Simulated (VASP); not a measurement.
# VSi2 (P6_222) in VASP: a series of runs

The runs below take VSi2 through single point, relaxation of cell and atoms, with PBE.

Everything below comes from runs of VASP 6.6.1. Logs are shortened: lines on timing, memory, paths and dates and some standing lists are left out, and cuts for length are marked.

### 1 The cell of the first run

It takes space group P6_222 (No. 180, hexagonal). The conventional cell has a = 4.535 Å, b = 4.535 Å, c = 6.319 Å, α = 90.00°, β = 90.00°, γ = 120.00°. V (site symmetry 222) has 10 Si at 2.49 to 2.65 Å and 4 V at 3.09 Å within 3.3 Å. Within 3.3 Å of Si (site symmetry 2) lie 9 Si at 2.46 to 3.14 Å and 5 V at 2.49 to 2.65 Å.

### 2 Single point, PBE

INCAR

```
SYSTEM = VSi2
ALGO = Normal ; EDIFF = 1E-7
ENCUT = 520 ; GGA = PE
ISIF = 2 ; ISMEAR = 0
LASPH = .True. ; LCHARG = .False.
LREAL = .False. ; LWAVE = .False.
NBANDS = 42 ; NELM = 100
PREC = Accurate ; SIGMA = 0.1
```

KPOINTS

```
k-points
0
Gamma
  6 6 4
  0 0 0
```

POSCAR

```
VSi2
1.0
    4.5348000000      0.0000000000      0.0000000000
   -2.2674000000      3.9272520000      0.0000000000
    0.0000000000      0.0000000000      6.3189010000
V Si
3 6
Direct
    0.0000000000      0.5000000000      0.1666670000
    0.5000000000      0.5000000000      0.8333330000
    0.5000000000      0.0000000000      0.5000000000
    0.8375070000      0.6750140000      0.5000000000
    0.1624930000      0.8375070000      0.8333330000
    0.6750140000      0.8375070000      0.1666670000
    0.1624930000      0.3249860000      0.5000000000
    0.8375070000      0.1624930000      0.8333330000
    0.3249860000      0.1624930000      0.1666670000
```

Potentials or basis: VASP PAW PBE potentials, release 64 (V_sv, Si).

The run is started by

```bash
$ cat potpaw_PBE.64/V_sv/POTCAR potpaw_PBE.64/Si/POTCAR > POTCAR
$ mpirun -np 1 vasp_std > vasp.out
```

OUTCAR:

```text
SYSTEM = VSi2
   EDIFF = 1E-7
   ENCUT = 520
   GGA = PE
   ISIF = 2
   ISMEAR = 0
   LASPH = .True.
   LREAL = .False.
   NELM = 100
   PREC = Accurate

 ion  position               nearest neighbor table
   1  0.000  0.500  0.167-   4 2.49   7 2.49   5 2.49   8 2.49   9 2.60   6 2.60   9 2.60   6 2.60
                             6 2.65   9 2.65
   2  0.500  0.500  0.833-   4 2.49   7 2.49   6 2.49   9 2.49   8 2.60   5 2.60   5 2.60   8 2.60
                             8 2.65   5 2.65
   3  0.500  0.000  0.500-   6 2.49   9 2.49   8 2.49   5 2.49   7 2.60   4 2.60   7 2.60   4 2.60
                             7 2.65   4 2.65
   4  0.838  0.675  0.500-   5 2.46   6 2.46   1 2.49   2 2.49   7 2.55   3 2.60   3 2.60   3 2.65
                             7 2.65   7 2.65   8 3.05   9 3.05   8 3.14   9 3.14
   5  0.162  0.838  0.833-   4 2.46   9 2.46   3 2.49   1 2.49   8 2.55   2 2.60   2 2.60   2 2.65
                             8 2.65   8 2.65   7 3.05   6 3.05   7 3.14   6 3.14
   6  0.675  0.838  0.167-   4 2.46   8 2.46   3 2.49   2 2.49   9 2.55   1 2.60   1 2.60   1 2.65
                             9 2.65   9 2.65   7 3.05   5 3.05   7 3.14   5 3.14
   7  0.162  0.325  0.500-   8 2.46   9 2.46   1 2.49   2 2.49   4 2.55   3 2.60   3 2.60   3 2.65
                             4 2.65   4 2.65   5 3.05   6 3.05   6 3.14   5 3.14
   8  0.838  0.162  0.833-   7 2.46   6 2.46   3 2.49   1 2.49   5 2.55   2 2.60   2 2.60   2 2.65
                             5 2.65   5 2.65   4 3.05   9 3.05   4 3.14   9 3.14
   9  0.325  0.162  0.167-   7 2.46   5 2.46   3 2.49   2 2.49   6 2.55   1 2.60   1 2.60   1 2.65
                             6 2.65   6 2.65   4 3.05   8 3.05   4 3.14   8 3.14

  LATTYP: Found a hexagonal cell.
 ALAT       =     4.5348000000
 C/A-ratio  =     1.3934244068

  Lattice vectors:

 A1 = (   4.5348000000,   0.0000000000,   0.0000000000)
 A2 = (  -2.2674000000,   3.9272520000,   0.0000000000)
 A3 = (   0.0000000000,   0.0000000000,   6.3189010000)

Analysis of symmetry for initial positions (statically):
=====================================================================
 Subroutine PRICEL returns:
 Original cell was already a primitive cell.

 Routine SETGRP: Setting up the symmetry group for a
 hexagonal supercell.

 Subroutine GETGRP returns: Found 12 space group operations
 (whereof  4 operations were pure point group operations)
 out of a pool of 24 trial point group operations.

The static configuration has the point symmetry D_2 .
 The point group associated with its full space group is D_6 .

Analysis of symmetry for dynamics (positions and initial velocities):
=====================================================================
 Subroutine PRICEL returns:
 Original cell was already a primitive cell.

 Routine SETGRP: Setting up the symmetry group for a
 hexagonal supercell.

 Subroutine GETGRP returns: Found 12 space group operations
 (whereof  4 operations were pure point group operations)
 out of a pool of 24 trial point group operations.

The dynamic configuration has the point symmetry D_2 .
 The point group associated with its full space group is D_6 .

 Subroutine INISYM returns: Found 12 space group operations
 (whereof  4 operations are pure point group operations),
 and found     1 'primitive' translations

----------------------------------------------------------------------------------------

                                     Primitive cell

  volume of cell :     112.5352

  direct lattice vectors                    reciprocal lattice vectors
     4.534800000  0.000000000  0.000000000     0.220516892  0.127315487  0.000000000
    -2.267400000  3.927252000  0.000000000     0.000000000  0.254630974  0.000000000
     0.000000000  0.000000000  6.318901000     0.000000000  0.000000000  0.158255368

  length of vectors
     4.534800000  4.534799999  6.318901000     0.254630973  0.254630974  0.158255368

  position of ions in fractional coordinates (direct lattice)
     0.000000000  0.500000000  0.166667000
     0.500000000  0.500000000  0.833333000
     0.500000000  0.000000000  0.500000000
     0.837507000  0.675014000  0.500000000
     0.162493000  0.837507000  0.833333000
     0.675014000  0.837507000  0.166667000
     0.162493000  0.324986000  0.500000000
     0.837507000  0.162493000  0.833333000
     0.324986000  0.162493000  0.166667000

  ion indices of the primitive-cell ions
   primitive index   ion index
                 1           1
                 2           2
                 3           3
                 4           4
                 5           5
                 6           6
                 7           7
                 8           8
                 9           9

----------------------------------------------------------------------------------------

 KPOINTS: k-points

Automatic generation of k-mesh.
 Grid dimensions read from file:
 generate k-points for:    6    6    4

 Generating k-lattice:

  Cartesian coordinates                     Fractional coordinates (reciprocal lattice)
     0.036752815  0.021219248  0.000000000     0.166666667  0.000000000  0.000000000
     0.000000000  0.042438496  0.000000000     0.000000000  0.166666667  0.000000000
     0.000000000  0.000000000  0.039563842     0.000000000  0.000000000  0.250000000

  Length of vectors
     0.042438496  0.042438496  0.039563842

  Shift w.r.t. Gamma in fractional coordinates (k-lattice)
     0.000000000  0.000000000  0.000000000

 Subroutine IBZKPT returns following result:
 ===========================================

 Found     21 irreducible k-points:

 Following reciprocal coordinates:
            Coordinates               Weight
  0.000000  0.000000  0.000000      1.000000
  0.166667  0.000000  0.000000      6.000000
  0.333333 -0.000000  0.000000      6.000000
  0.500000 -0.000000  0.000000      3.000000
  0.166667  0.166667  0.000000      6.000000
  0.333333  0.166667  0.000000     12.000000
[... 13 lines left out ...]
  0.333333  0.166667  0.500000     12.000000
  0.333333  0.333333  0.500000      2.000000
   k-points           NKPTS =     21   k-points in BZ     NKDIM =     21   number of bands    NBANDS=     42
   number of dos      NEDOS =    301   number of ions     NIONS =      9
   total plane-waves  NPLWV =  62208
   dimension x,y,z NGX =    36 NGY =   36 NGZ =   48
   dimension x,y,z NGXF=    72 NGYF=   72 NGZF=   96
   ions per type =               3   6
   NGX,Y,Z   is equivalent  to a cutoff of  13.20, 13.20, 12.63 a.u.
   NGXF,Y,Z  is equivalent  to a cutoff of  26.40, 26.40, 25.26 a.u.
 SYSTEM =  VSi2
   PREC   = accura    normal or accurate (medium, high low for compatibility)
   ISTART =      0    job   : 0-new  1-cont  2-samecut
   ICHARG =      2    charge: 1-file 2-atom 10-const
   ISPIN  =      1    spin polarized calculation?
   LNONCOLLINEAR =      F non collinear calculations
   LSORBIT =      F    spin-orbit coupling
   LASPH  =      T    aspherical Exc in radial PAW
   ENCUT  =  520.0 eV  38.22 Ry    6.18 a.u.   8.43  8.43 11.75*2*pi/ulx,y,z
   NELM   =    100;   NELMIN=  2; NELMDL= -5     # of ELM steps
   EDIFF  = 0.1E-06   stopping-criterion for ELM
   LREAL  =      F    real-space projection
   EDIFFG = 0.1E-05   stopping-criterion for IOM
   NSW    =      0    number of steps for IOM
   IBRION =     -1    ionic relax: 0-MD 1-quasi-New 2-CG
   NFREE  =      0    steps in history (QN), initial steepest desc. (CG)
   ISIF   =      2    stress and relaxation
   ISYM   =      2    0-nonsym 1-usesym 2-fastsym
   POTIM  = 0.5000    time-step for ionic-motion
   TEBEG  =    0.0;   TEEND  =   0.0 temperature during run
   PSTRESS=    0.0 pullay stress
   NELECT =      63.0000    total number of electrons
   NUPDOWN=      -1.0000    fix difference up-down
   EMIN   =  10.00;   EMAX   =-10.00  energy-range for DOS
   EFERMI =   0.00;   METHOD = LEGACY
   ISMEAR =     0;   SIGMA  =   0.10  broadening in eV -4-tet -1-fermi 0-gaus
   EFERMI_NEDOS =   21; number of points for ismear=-14 and -15
   IALGO  =     38    algorithm
   IMIX   =      4    mixing-type and parameters
     AMIX     =   0.40;   BMIX     =  1.00
     AMIX_MAG =   1.60;   BMIX_MAG =  1.00
  volume/ion in A,a.u.               =      12.50        84.38
  Fermi-wavevector in a.u.,A,eV,Ry     =   1.349249  2.549711 24.769047  1.820474
  Thomas-Fermi vector in A             =   2.476852
   LORBIT       =      0    0 simple, 1 ext, 2 COOP (PROOUT), +10 PAW based schemes
   GGA     = PE    functional components
   LHFCALC =     F    Hartree Fock is set to
   AEXX    =    0.0000 exact exchange contribution
   IVDW    =     0    specifies the selected vdW correction
   LEPSILON=     F    determine dielectric tensor
   LRPA    =     F    only Hartree local field effects (RPA)
 non-spin polarized calculation
 Gauss-broadening in eV      SIGMA  =   0.10
  energy-cutoff  :      520.00
  volume of cell :      112.54
 maximum number of plane-waves:      3077
 NGX is ok and might be reduce to    36
   NGX = 17   NGY = 17   NGZ = 23

 number of electron      63.0000019 magnetization

 Free energy of the ion-electron system (eV)
  ---------------------------------------------------
  ext. energy  EPLUGINS =         0.00000000
  ---------------------------------------------------
  free energy    TOTEN  =       -63.86819884 eV

  energy without entropy =      -63.83632154  energy(sigma->0) =      -63.85226019

 E-fermi :  11.5113     XC(G=0): -12.2833

 val. band max:       11.5094121315   @ k =   0.3333   0.1667   0.5000
 cond. band min:      11.5542195169   @ k =   0.5000  -0.0000   0.0000
 fundamental gap:      0.0448073853
 Fermi energy:        11.5112506928

 k-point     1 :       0.0000    0.0000    0.0000
  band No.  band energies     occupation
      1     -52.4119      2.00000
      2     -52.3952      2.00000
      3     -52.3951      2.00000
      4     -26.3823      2.00000
      5     -26.3822      2.00000
      6     -26.3584      2.00000
[... 34 lines left out ...]
     41      14.6596      0.00000
     42      14.8503      0.00000

 k-point     2 :       0.1667    0.0000    0.0000
  band No.  band energies     occupation
      1     -52.4109      2.00000
      2     -52.3961      2.00000
      3     -52.3952      2.00000
      4     -26.3902      2.00000
      5     -26.3822      2.00000
      6     -26.3503      2.00000
[... 34 lines left out ...]
     41      14.7151      0.00000
     42      14.9550      0.00000

 k-point     3 :       0.3333   -0.0000    0.0000
  band No.  band energies     occupation
      1     -52.4082      2.00000
      2     -52.3986      2.00000
      3     -52.3952      2.00000
      4     -26.4000      2.00000
      5     -26.3819      2.00000
      6     -26.3403      2.00000
[... 34 lines left out ...]
     41      14.7508      0.00000
     42      15.1185      0.00000

 k-point     4 :       0.5000   -0.0000    0.0000
  band No.  band energies     occupation
      1     -52.4062      2.00000
      2     -52.4006      2.00000
      3     -52.3951      2.00000
      4     -26.4037      2.00000
      5     -26.3816      2.00000
      6     -26.3367      2.00000
[... 709 lines left out ...]
     41      14.5921      0.00000
     42      14.9241      0.00000

 k-point    20 :       0.3333    0.1667    0.5000
  band No.  band energies     occupation
      1     -52.4061      2.00000
      2     -52.4007      2.00000
      3     -52.3952      2.00000
      4     -26.3944      2.00000
      5     -26.3803      2.00000
      6     -26.3721      2.00000
[... 34 lines left out ...]
     41      14.6821      0.00000
     42      14.9177      0.00000

 k-point    21 :       0.3333    0.3333    0.5000
  band No.  band energies     occupation
      1     -52.4061      2.00000
      2     -52.3980      2.00000
      3     -52.3979      2.00000
      4     -26.3890      2.00000
      5     -26.3817      2.00000
      6     -26.3816      2.00000
[... 34 lines left out ...]
     41      14.3807      0.00000
     42      15.0925      0.00000

------------------------ aborting loop because EDIFF is reached ----------------------------------------

  FORCE on cell =-STRESS in cart. coord.  units (eV):
  Direction    XX          YY          ZZ          XY          YZ          ZX
  --------------------------------------------------------------------------------------
  -------------------------------------------------------------------------------------
  Total        2.4480354      2.4480354      3.3989108     -0.0000000     -0.0000000      0.0000000
  in kB       34.8529716     34.8529716     48.3906992     -0.0000000     -0.0000000      0.0000000
  external PRESSURE =      39.3655474 kB  Pullay stress =       0.0000000 kB

 VOLUME and BASIS-vectors are now :
 -----------------------------------------------------------------------------
  energy-cutoff  :      520.00
  volume of cell :      112.54
      direct lattice vectors                 reciprocal lattice vectors
     4.534800000  0.000000000  0.000000000     0.220516892  0.127315487  0.000000000
    -2.267400000  3.927252000  0.000000000     0.000000000  0.254630974  0.000000000
     0.000000000  0.000000000  6.318901000     0.000000000  0.000000000  0.158255368

 POSITION                                       TOTAL-FORCE (eV/Angst)
 -----------------------------------------------------------------------------------
     -1.13370      1.96363      1.05315        -0.000000     -0.000000     -0.000000
      1.13370      1.96363      5.26575        -0.000000     -0.000000      0.000000
      2.26740      0.00000      3.15945        -0.000000     -0.000000     -0.000000
      2.26740      2.65095      3.15945        -0.000000     -0.081269     -0.000000
     -1.16209      3.28910      5.26575         0.070381     -0.040635     -0.000000
      1.16209      3.28910      1.05315        -0.070381     -0.040635     -0.000000
     -0.00000      1.27630      3.15945         0.000000      0.081269     -0.000000
      3.42949      0.63815      5.26575        -0.070381      0.040635     -0.000000
      1.10531      0.63815      1.05315         0.070381      0.040635      0.000000
 -----------------------------------------------------------------------------------
    total drift:                               -0.000000      0.000000      0.005472

  FREE ENERGIE OF THE ION-ELECTRON SYSTEM (eV)
  ---------------------------------------------------
  free  energy   TOTEN  =       -63.8681988380 eV

  energy  without entropy=      -63.8363215427  energy(sigma->0) =      -63.85226019
```

Wall time 2.2 min (1 thread of AMD EPYC 7R13 (Zen 3), shared host); peak memory 0.24 GiB.

What came out:

- Free energy: -63.8682 eV
- Pressure: 3.9 GPa
- Largest force: 0.081 eV/Å
- Band gap on the k mesh: zero (an odd number of electrons rules out a gap without spin polarisation)

Forces on the atoms (eV/Å):
```
V    0.000  0.000  0.000
V    0.000  0.000  0.000
V    0.000  0.000  0.000
Si   0.000 -0.081  0.000
Si   0.070 -0.041  0.000
Si  -0.070 -0.041  0.000
Si   0.000  0.081  0.000
Si  -0.070  0.041  0.000
Si   0.070  0.041  0.000
```

Caveat: the cell stands under pressure; an odd number of electrons without spin polarisation forces a metal; a magnetic or distorted state may lie lower.

[end of part 1 of 2]

The gap in the log of VASP goes by the Fermi energy; the results here count the filled bands.